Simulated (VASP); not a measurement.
BaLaCo2O6, 20 atoms in the cell. It takes space group P4/mmm (No. 123, tetragonal). The conventional cell has a = 5.436 Å, b = 5.436 Å, c = 3.732 Å, α = 90.00°, β = 90.00°, γ = 90.00°. Within 3.9 Å of Ba (site symmetry 4/mmm) lie 12 O at 2.72 to 2.77 Å and 8 Co at 3.30 Å and 2 Ba at 3.73 Å and 4 La at 3.84 Å. Within 3.4 Å of La (site symmetry 4/mmm) lie 12 O at 2.59 to 2.72 Å and 8 Co at 3.30 Å. Co (site symmetry mmm) has 6 O at 1.87 to 1.93 Å within 2.5 Å. Within 2.5 Å of O (site symmetry mmm) lie 2 Co at 1.87 Å. Within 2.9 Å of O (site symmetry m2m) lie 2 Co at 1.93 Å and 8 O at 2.54 to 2.90 Å and 2 La at 2.59 Å and 2 Ba at 2.77 Å. 

```yaml
Program: VASP 6.6.1
Task: single point
Functional: PBEsol
Potentials_or_basis: VASP PAW PBE potentials, release 64 (Ba_sv, La, Co, O)
Cutoff: 520 eV
k_mesh: 4 × 4 × 4
Occupations: gaussian, width 0.1 eV
Spin: no spin polarisation
Dipole_correction: no
Further_INCAR_settings: LREAL = Auto; ALGO = Normal; EDIFF = 1e-07; NBANDS = 91
```

Potentials or basis: VASP PAW PBE potentials, release 64 (Ba_sv, La, Co, O).

The run is started by

```bash
$ cat potpaw_PBE.64/Ba_sv/POTCAR potpaw_PBE.64/La/POTCAR potpaw_PBE.64/Co/POTCAR potpaw_PBE.64/O/POTCAR > POTCAR
$ mpirun -np 1 vasp_std > vasp.out
```

Hardware: 1 thread of Intel Xeon 8259CL, on a shared host.

Q: How long does it take, and how much memory?

A: Run time: 29 min on 1 thread of Intel Xeon 8259CL, with other jobs on the host, peak memory 0.47 GiB. Counts: scf iterations 20, k points 13.
